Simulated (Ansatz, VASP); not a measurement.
## Two plane-wave programs on AgCl

```
Ag Cl
1.0
    -0.05546    2.77315    2.77315
     2.71769    0.00000    2.71769
     2.77315    2.77315   -0.05546
Ag Cl
1 1
Direct
  0.50000 0.50000 0.50000
  0.00000 0.00000 0.00000
```

Change from the starting cell: strain -0.0400 x Voigt [0, 0, 0, 0, 1, 0], atoms carried along.

Alike in both runs: task single point; functional PBE; k mesh 8 × 8 × 8; occupations gaussian, width 0.05 eV; no spin polarisation.

|  | VASP | Ansatz |
| --- | --- | --- |
| version | VASP 6.6.1 | Ansatz 0.2.0 |
| potentials or method | VASP PAW PBE potentials, release 64 (Ag, Cl), cutoff 520 eV | scalar-relativistic, plane waves, PAW |
| valence electrons in the cell | 18 | 26 |

|  | VASP | Ansatz | Ansatz less VASP |
| --- | --- | --- | --- |
| gap on the k mesh at the Fermi level (eV) | 0.87 | 0.87 | +0.003 |
| least direct gap on the mesh (eV) | 3.13 | 3.13 | -0.002 |
| pressure (GPa) | 1.5 | 1.6 | +0.14 |
| traceless stress, the component that is largest in VASP (GPa) | 0.22 | 0.21 | -0.002 |

VASP's potentials hold 18 valence electrons a cell and Ansatz's 26, so a difference there can come from the potentials and not from the codes.
